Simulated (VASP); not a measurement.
Input of a VASP 6.6.1 run:

INCAR

```
SYSTEM = Na
PREC     = Accurate       ! precision mode
ENCUT    = 520            ! plane-wave cutoff, eV
EDIFF    = 1E-6           ! SCF threshold, eV
ISMEAR   = -1             ! smearing method
SIGMA    = 0.06122561905347299 ! smearing width, eV
LREAL    = .FALSE.        ! projectors in reciprocal space
LASPH    = .TRUE.         ! aspherical terms in the spheres
NELM     = 100            ! most SCF steps
ALGO     = Normal         ! electronic algorithm
ISIF     = 2              ! what is computed and relaxed
LWAVE    = .FALSE.        ! write WAVECAR
LCHARG   = .FALSE.        ! write CHGCAR
GGA      = PE             ! functional
NBANDS   = 10             ! bands
```

The input KPOINTS:

```
Automatic mesh
0
G
  32 32 32
  0 0 0
```

POSCAR

```
Na
1.0
    3.4356676577      0.0000000000      0.0000000000
    0.0000000000      3.4356676577      0.0000000000
    0.0000000000      0.0000000000      3.4356676577
Na
1
Direct
    0.0000000000      0.0000000000      0.0000000000
```

Potentials or basis: VASP PAW PBE potentials, release 64 (Na_pv).

The run is started by

```console
$ cat potpaw_PBE.64/Na_pv/POTCAR > POTCAR
$ mpirun -np 1 vasp_std > vasp.out
```

Q: Predict the pressure.

A: -0.1 GPa.
